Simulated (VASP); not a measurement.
# K (Im-3m) in VASP: notebook

Runs on K. Level: PBE. Tasks: single point.

Program: VASP 6.6.1. These are calculated values, not measurements. Logs are shortened: lines on timing, memory, paths and dates and some standing lists are left out, and cuts for length are marked.

## Step 1: The cell of the first run

Symmetry: Im-3m, No. 229, cubic system. Conventional cell: a = 5.130 Å, b = 5.130 Å, c = 5.130 Å, α = 90.00°, β = 90.00°, γ = 90.00°. K (site symmetry m-3m) has 14 K at 4.44 to 5.13 Å within 5.8 Å.

## Step 2: Single point, PBE (67.50 Å³/atom)

INCAR

```
SYSTEM = K
PREC = Accurate
ENCUT = 520
EDIFF = 1E-6
ISMEAR = -1
SIGMA = 0.08
LREAL = .False.
LASPH = .True.
NELM = 80
ALGO = Normal
ISIF = 2
LWAVE = .False.
LCHARG = .False.
GGA = PE
NBANDS = 10
```

KPOINTS

```
regular mesh
0
Gamma
  10 10 10
  0 0 0
```

POSCAR

```
K
1.0
   -2.5650110606      2.5650110606      2.5650110606
    2.5650110606     -2.5650110606      2.5650110606
    2.5650110606      2.5650110606     -2.5650110606
K
1
Direct
    0.0000000000      0.0000000000      0.0000000000
```

Potentials or basis: VASP PAW PBE potentials, release 64 (K_sv).

Run with:

```sh
cat potpaw_PBE.64/K_sv/POTCAR > POTCAR
mpirun -np 1 vasp_std > vasp.out
```

OUTCAR:

```text
SYSTEM = K
   PREC = Accurate
   ENCUT = 520
   EDIFF = 1E-6
   ISMEAR = -1
   LREAL = .False.
   LASPH = .True.
   NELM = 80
   ISIF = 2
   GGA = PE

 ion  position               nearest neighbor table
   1  0.000  0.000  0.000-

  LATTYP: Found a body centered cubic cell.
 ALAT       =     5.1300221212

  Lattice vectors:

 A1 = (  -2.5650110606,   2.5650110606,   2.5650110606)
 A2 = (   2.5650110606,  -2.5650110606,   2.5650110606)
 A3 = (   2.5650110606,   2.5650110606,  -2.5650110606)

Analysis of symmetry for initial positions (statically):
=====================================================================
 Subroutine PRICEL returns:
 Original cell was already a primitive cell.

 Routine SETGRP: Setting up the symmetry group for a
 body centered cubic supercell.

 Subroutine GETGRP returns: Found 48 space group operations
 (whereof 48 operations were pure point group operations)
 out of a pool of 48 trial point group operations.

The static configuration has the point symmetry O_h .

Analysis of symmetry for dynamics (positions and initial velocities):
=====================================================================
 Subroutine PRICEL returns:
 Original cell was already a primitive cell.

 Routine SETGRP: Setting up the symmetry group for a
 body centered cubic supercell.

 Subroutine GETGRP returns: Found 48 space group operations
 (whereof 48 operations were pure point group operations)
 out of a pool of 48 trial point group operations.

The dynamic configuration has the point symmetry O_h .

 Subroutine INISYM returns: Found 48 space group operations
 (whereof 48 operations are pure point group operations),
 and found     1 'primitive' translations

----------------------------------------------------------------------------------------

                                     Primitive cell

  volume of cell :      67.5037

  direct lattice vectors                    reciprocal lattice vectors
    -2.565011061  2.565011061  2.565011061     0.000000000  0.194930933  0.194930933
     2.565011061 -2.565011061  2.565011061     0.194930933  0.000000000  0.194930933
     2.565011061  2.565011061 -2.565011061     0.194930933  0.194930933  0.000000000

  length of vectors
     4.442729479  4.442729479  4.442729479     0.275673970  0.275673970  0.275673970

  position of ions in fractional coordinates (direct lattice)
     0.000000000  0.000000000  0.000000000

  ion indices of the primitive-cell ions
   primitive index   ion index
                 1           1

----------------------------------------------------------------------------------------

 KPOINTS: regular mesh

Automatic generation of k-mesh.
 Grid dimensions read from file:
 generate k-points for:   10   10   10

 Generating k-lattice:

  Cartesian coordinates                     Fractional coordinates (reciprocal lattice)
     0.000000000  0.019493093  0.019493093     0.100000000  0.000000000  0.000000000
     0.019493093  0.000000000  0.019493093     0.000000000  0.100000000  0.000000000
     0.019493093  0.019493093  0.000000000     0.000000000  0.000000000  0.100000000

  Length of vectors
     0.027567397  0.027567397  0.027567397

  Shift w.r.t. Gamma in fractional coordinates (k-lattice)
     0.000000000  0.000000000  0.000000000

 Subroutine IBZKPT returns following result:
 ===========================================

 Found     47 irreducible k-points:

 Following reciprocal coordinates:
            Coordinates               Weight
  0.000000  0.000000  0.000000      1.000000
  0.100000  0.000000  0.000000     12.000000
  0.200000  0.000000  0.000000     12.000000
  0.300000  0.000000  0.000000     12.000000
  0.400000  0.000000  0.000000     12.000000
  0.500000  0.000000  0.000000      6.000000
[... 16 lines left out ...]
  0.300000  0.300000  0.100000      8.000000
 -0.300000  0.300000  0.100000     24.000000
 [... further k-points ...]
   k-points           NKPTS =     47   k-points in BZ     NKDIM =     47   number of bands    NBANDS=     10
   number of dos      NEDOS =    301   number of ions     NIONS =      1
   total plane-waves  NPLWV =  46656
   dimension x,y,z NGX =    36 NGY =   36 NGZ =   36
   dimension x,y,z NGXF=    72 NGYF=   72 NGZF=   72
   ions per type =               1
   NGX,Y,Z   is equivalent  to a cutoff of  13.47, 13.47, 13.47 a.u.
   NGXF,Y,Z  is equivalent  to a cutoff of  26.94, 26.94, 26.94 a.u.
 SYSTEM =  K
   PREC   = accura    normal or accurate (medium, high low for compatibility)
   ISTART =      0    job   : 0-new  1-cont  2-samecut
   ICHARG =      2    charge: 1-file 2-atom 10-const
   ISPIN  =      1    spin polarized calculation?
   LNONCOLLINEAR =      F non collinear calculations
   LSORBIT =      F    spin-orbit coupling
   LASPH  =      T    aspherical Exc in radial PAW
   ENCUT  =  520.0 eV  38.22 Ry    6.18 a.u.   8.26  8.26  8.26*2*pi/ulx,y,z
   NELM   =     80;   NELMIN=  2; NELMDL= -5     # of ELM steps
   EDIFF  = 0.1E-05   stopping-criterion for ELM
   LREAL  =      F    real-space projection
[... 7 lines left out ...]
   TEBEG  =    0.0;   TEEND  =   0.0 temperature during run
   PSTRESS=    0.0 pullay stress
   NELECT =       9.0000    total number of electrons
   NUPDOWN=      -1.0000    fix difference up-down
   EMIN   =  10.00;   EMAX   =-10.00  energy-range for DOS
   EFERMI =   0.00;   METHOD = LEGACY
   ISMEAR =    -1;   SIGMA  =   0.08  broadening in eV -4-tet -1-fermi 0-gaus
   EFERMI_NEDOS =   21; number of points for ismear=-14 and -15
   IALGO  =     38    algorithm
   IMIX   =      4    mixing-type and parameters
     AMIX     =   0.40;   BMIX     =  1.00
     AMIX_MAG =   1.60;   BMIX_MAG =  1.00
  volume/ion in A,a.u.               =      67.50       455.54
  Fermi-wavevector in a.u.,A,eV,Ry     =   0.836334  1.580442  9.516657  0.699455
  Thomas-Fermi vector in A             =   1.950041
   LORBIT       =      0    0 simple, 1 ext, 2 COOP (PROOUT), +10 PAW based schemes
   GGA     = PE    functional components
   LHFCALC =     F    Hartree Fock is set to
   AEXX    =    0.0000 exact exchange contribution
   IVDW    =     0    specifies the selected vdW correction
   LEPSILON=     F    determine dielectric tensor
   LRPA    =     F    only Hartree local field effects (RPA)
 non-spin polarized calculation
  energy-cutoff  :      520.00
  volume of cell :       67.50
 maximum number of plane-waves:      1865
 NGX is ok and might be reduce to    36
   NGX = 17   NGY = 17   NGZ = 17

 number of electron       8.9999999 magnetization

 Free energy of the ion-electron system (eV)
  ---------------------------------------------------
  ext. energy  EPLUGINS =         0.00000000
  ---------------------------------------------------
  free energy    TOTEN  =        -1.04683226 eV

  energy without entropy =       -1.02903714  energy(sigma->0) =       -1.03793470

 E-fermi :   0.0777     XC(G=0):  -5.8623

 val. band max:        0.0700450418   @ k =   0.3000   0.2000   0.0000
 cond. band min:       0.1660004844   @ k =  -0.4000   0.4000   0.2000
 fundamental gap:      0.0959554427
 Fermi energy:         0.0776574889

 k-point     1 :       0.0000    0.0000    0.0000
  band No.  band energies     occupation
      1     -32.0069      2.00000
      2     -15.4493      2.00000
      3     -15.4493      2.00000
      4     -15.4493      2.00000
      5      -2.2028      2.00000
      6       4.4543      0.00000
      7       4.4543      0.00000
      8       4.4543      0.00000
      9       5.4182      0.00000
     10       5.4182      0.00000

 k-point     2 :       0.1000    0.0000    0.0000
  band No.  band energies     occupation
      1     -32.0063      2.00000
      2     -15.4582      2.00000
      3     -15.4522      2.00000
      4     -15.4493      2.00000
      5      -2.0695      2.00000
      6       4.2536      0.00000
      7       4.2884      0.00000
      8       4.5645      0.00000
      9       5.2145      0.00000
     10       5.3879      0.00000

 k-point     3 :       0.2000    0.0000    0.0000
  band No.  band energies     occupation
      1     -32.0048      2.00000
      2     -15.4813      2.00000
      3     -15.4598      2.00000
      4     -15.4493      2.00000
      5      -1.6794      2.00000
      6       3.5292      0.00000
      7       3.9322      0.00000
      8       4.8907      0.00000
      9       5.1836      0.00000
     10       5.3608      0.00000

 k-point     4 :       0.3000    0.0000    0.0000
  band No.  band energies     occupation
      1     -32.0029      2.00000
      2     -15.5095      2.00000
      3     -15.4692      2.00000
      4     -15.4493      2.00000
      5      -1.0616      2.00000
      6       2.6009      0.00000
      7       3.5854      0.00000
      8       5.2781      0.00000
      9       5.4187      0.00000
     10       5.4383      0.00000

 k-point     5 :       0.4000    0.0000    0.0000
  band No.  band energies     occupation
      1     -32.0013      2.00000
      2     -15.5321      2.00000
      3     -15.4767      2.00000
      4     -15.4493      2.00000
      5      -0.2655      1.97296
      6       1.6435      0.00000
      7       3.3506      0.00000
      8       5.2174      0.00000
      9       5.6750      0.00000
     10       6.1258      0.00000

 k-point     6 :       0.5000    0.0000    0.0000
  band No.  band energies     occupation
      1     -32.0007      2.00000
      2     -15.5406      2.00000
      3     -15.4796      2.00000
      4     -15.4493      2.00000
      5       0.5179      0.00812
      6       0.8133      0.00020
      7       3.2688      0.00000
      8       5.1277      0.00000
      9       5.9719      0.00000
     10       6.3085      0.00000

 k-point     7 :       0.1000    0.1000    0.0000
  band No.  band energies     occupation
      1     -32.0053      2.00000
      2     -15.4742      2.00000
      3     -15.4554      2.00000
      4     -15.4515      2.00000
      5      -1.8077      2.00000
      6       3.8378      0.00000
      7       3.9651      0.00000
      8       4.7708      0.00000
      9       5.0346      0.00000
     10       5.5006      0.00000

 k-point     8 :       0.2000    0.1000    0.0000
  band No.  band energies     occupation
      1     -32.0035      2.00000
      2     -15.4983      2.00000
      3     -15.4645      2.00000
      4     -15.4523      2.00000
      5      -1.3030      2.00000
      6       3.0600      0.00000
      7       3.5707      0.00000
      8       5.0484      0.00000
      9       5.1505      0.00000
     10       5.6517      0.00000

 k-point     9 :       0.3000    0.1000    0.0000
  band No.  band energies     occupation
      1     -32.0018      2.00000
      2     -15.5216      2.00000
      3     -15.4748      2.00000
      4     -15.4526      2.00000
      5      -0.5932      1.99954
      6       2.1576      0.00000
      7       3.2778      0.00000
      8       5.0815      0.00000
      9       5.6128      0.00000
     10       5.8120      0.00000
[... 118 lines left out ...]
 k-point    19 :      -0.1000    0.1000    0.1000
  band No.  band energies     occupation
      1     -32.0057      2.00000
      2     -15.4608      2.00000
      3     -15.4552      2.00000
      4     -15.4552      2.00000
      5      -1.9377      2.00000
      6       4.2072      0.00000
      7       4.2072      0.00000
      8       4.6105      0.00000
      9       4.6772      0.00000
     10       5.6320      0.00000

 k-point    20 :       0.2000    0.2000    0.1000
  band No.  band energies     occupation
      1     -32.0012      2.00000
      2     -15.5220      2.00000
      3     -15.4767      2.00000
      4     -15.4632      2.00000
      5      -0.1386      1.87439
      6       2.1930      0.00000
      7       2.5116      0.00000
      8       4.8400      0.00000
      9       5.6671      0.00000
     10       5.9217      0.00000

 k-point    21 :       0.3000    0.2000    0.1000
  band No.  band energies     occupation
      1     -32.0005      2.00000
      2     -15.5213      2.00000
      3     -15.4897      2.00000
      4     -15.4653      2.00000
      5       0.6782      0.00110
      6       1.5153      0.00000
      7       2.2756      0.00000
      8       4.4140      0.00000
      9       5.8144      0.00000
     10       5.9987      0.00000

 k-point    22 :      -0.2000    0.2000    0.1000
  band No.  band energies     occupation
      1     -32.0042      2.00000
      2     -15.4813      2.00000
      3     -15.4629      2.00000
      4     -15.4565      2.00000
      5      -1.5520      2.00000
      6       3.5676      0.00000
      7       3.9212      0.00000
      8       4.4899      0.00000
      9       4.8999      0.00000
     10       5.7917      0.00000

 k-point    23 :       0.3000    0.3000    0.1000
  band No.  band energies     occupation
      1     -32.0003      2.00000
      2     -15.5064      2.00000
      3     -15.5064      2.00000
      4     -15.4681      2.00000
      5       1.3585      0.00000
      6       1.3585      0.00000
      7       1.7423      0.00000
      8       4.1548      0.00000
      9       5.9103      0.00000
     10       5.9103      0.00000

 k-point    24 :      -0.3000    0.3000    0.1000
  band No.  band energies     occupation
      1     -32.0024      2.00000
      2     -15.5083      2.00000
      3     -15.4724      2.00000
      4     -15.4561      2.00000
      5      -0.9410      1.99999
      6       2.6486      0.00000
      7       3.6102      0.00000
      8       4.5594      0.00000
      9       5.4127      0.00000
     10       5.8297      0.00000

 [... further k-points ...]

------------------------ aborting loop because EDIFF is reached ----------------------------------------

  FORCE on cell =-STRESS in cart. coord.  units (eV):
  Direction    XX          YY          ZZ          XY          YZ          ZX
  --------------------------------------------------------------------------------------
  -------------------------------------------------------------------------------------
  Total        0.1566126      0.1566126      0.1566126      0.0000000      0.0000000     -0.0000000
  in kB        3.7171451      3.7171451      3.7171451      0.0000000      0.0000000     -0.0000000
  external PRESSURE =       3.7171451 kB  Pullay stress =       0.0000000 kB

 VOLUME and BASIS-vectors are now :
 -----------------------------------------------------------------------------
  energy-cutoff  :      520.00
  volume of cell :       67.50
      direct lattice vectors                 reciprocal lattice vectors
    -2.565011061  2.565011061  2.565011061     0.000000000  0.194930933  0.194930933
     2.565011061 -2.565011061  2.565011061     0.194930933  0.000000000  0.194930933
     2.565011061  2.565011061 -2.565011061     0.194930933  0.194930933  0.000000000

 POSITION                                       TOTAL-FORCE (eV/Angst)
 -----------------------------------------------------------------------------------
      0.00000      0.00000      0.00000        -0.000000     -0.000000     -0.000000
 -----------------------------------------------------------------------------------
    total drift:                               -0.000000      0.000000      0.000000

  FREE ENERGIE OF THE ION-ELECTRON SYSTEM (eV)
  ---------------------------------------------------
  free  energy   TOTEN  =        -1.0468322648 eV

  energy  without entropy=       -1.0290371372  energy(sigma->0) =       -1.03793470
```

Run time: 18 s. Hardware: 1 thread of Intel Xeon Platinum 8488C (Sapphire Rapids), shared host; peak memory 0.2 GiB.

Results:

```
Free energy            : -1.0468 eV
Pressure               : 0.4 GPa
Band gap on the k mesh : zero (an odd number of electrons rules out a gap without spin polarisation)
```

Levels at points of the mesh, in eV from the Fermi level:
| k point | band 3 | band 4 | band 5 | band 6 | band 7 | band 8 |
| --- | --- | --- | --- | --- | --- | --- |
| (0.00, 0.00, 0.00) | -15.53 | -15.53 | -2.28 | 4.38 | 4.38 | 4.38 |
| (0.50, 0.00, 0.00) | -15.56 | -15.53 | 0.44 | 0.74 | 3.19 | 5.05 |
| (0.50, 0.50, 0.50) | -15.59 | -15.59 | 1.62 | 1.62 | 3.72 | 3.72 |

## Step 3: Single point, PBE (69.62 Å³/atom)

This run uses another cell than the first one, of 69.62 Å³/atom.

INCAR

```
SYSTEM = K
ALGO = Normal
EDIFF = 1E-7
ENCUT = 520
GGA = PE
ISIF = 2
ISMEAR = -1
LASPH = .TRUE.
LCHARG = .FALSE.
LREAL = .FALSE.
LWAVE = .FALSE.
NBANDS = 10
NELM = 80
PREC = Accurate
SIGMA = 0.08
```

KPOINTS

```
k-points
0
G
  10 10 10
  0 0 0
```

POSCAR

```
K
1.0
   -2.5915537474      2.5915537474      2.5915537474
    2.5915537474     -2.5915537474      2.5915537474
    2.5915537474      2.5915537474     -2.5915537474
K
1
Direct
    0.0000000000      0.0000000000      0.0000000000
```

Potentials or basis: VASP PAW PBE potentials, release 64 (K_sv).

Run with:

```sh
cat potpaw_PBE.64/K_sv/POTCAR > POTCAR
mpirun -np 1 vasp_std > vasp.out
```

Run time: 20 s. Hardware: 1 thread of Intel Xeon Platinum 8488C (Sapphire Rapids), shared host; peak memory 0.2 GiB.

The run converged. Its results:

- Free energy: -1.0510 eV
- Pressure: 0.2 GPa
- Band gap on the k mesh: zero (an odd number of electrons rules out a gap without spin polarisation)

Levels at points of the mesh, in eV from the Fermi level:
```tsv
k point	band 1	band 2	band 3	band 4	band 5	band 6	band 7	band 8	band 9	band 10
(0.00, 0.00, 0.00)	-32.10	-15.55	-15.55	-15.55	-2.24	4.35	4.35	4.35	5.29	5.29
(0.50, 0.00, 0.00)	-32.09	-15.63	-15.57	-15.55	0.44	0.72	3.18	4.98	5.84	6.12
(0.50, 0.50, 0.50)	-32.09	-15.60	-15.60	-15.60	1.64	1.64	3.63	3.63	3.63	5.86
```

(Part 1 of 2 ends here.)

The gap in the log of VASP goes by the Fermi energy; the results here count the filled bands.